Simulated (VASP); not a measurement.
Input of a VASP 6.6.1 run:

INCAR

```
SYSTEM = Al
PREC = Accurate ; ENCUT = 500
EDIFF = 1E-6 ; ISMEAR = 0
SIGMA = 0.15 ; LREAL = .FALSE.
LASPH = .TRUE. ; NELM = 120
ALGO = Normal ; ISIF = 2
LWAVE = .FALSE. ; LCHARG = .FALSE.
GGA = PS ; NBANDS = 14
GGA_COMPAT = .FALSE.
```

File KPOINTS:

```
regular mesh
0
G
  22 22 7
  0 0 0
```

The input POSCAR:

```
Al
1.0
   -1.6064390039      1.6064390039     -1.6064390039
   -1.6064390039     -1.6064390039      1.6064390039
   -0.3212878008      6.7470438163      6.1044682147
Al
4
Direct
   -0.1750000000      0.0000000000      0.8750000000
    0.4750000000      0.5000000000      0.1250000000
   -0.0750000000      0.0000000000      0.3750000000
    0.3750000000      0.5000000000      0.6250000000
```

Potentials or basis: VASP PAW PBE potentials, release 64 (Al).

The run is started by

```bash
$ cat potpaw_PBE.64/Al/POTCAR > POTCAR
$ mpirun -np 1 vasp_std > vasp.out
```

Q: Predict the largest force.

A: 0.318 eV/Å.

Q: Estimate the pressure.

A: 0.3 GPa.

Q: Estimate the band gap on the k mesh.

A: Zero (bands 6 and 7 overlap by 6.54 eV).

Forces in eV/Å, atoms in the order of the input:
```
Al  -0.253 -0.192 -0.017
Al   0.253  0.192  0.017
Al  -0.013  0.006 -0.023
Al   0.013 -0.006  0.023
```

Caveat: the cell differs from its parent crystal (the part above a cut slid along it); the PAW data sets were made with another functional, which shifts forces and pressure a little.
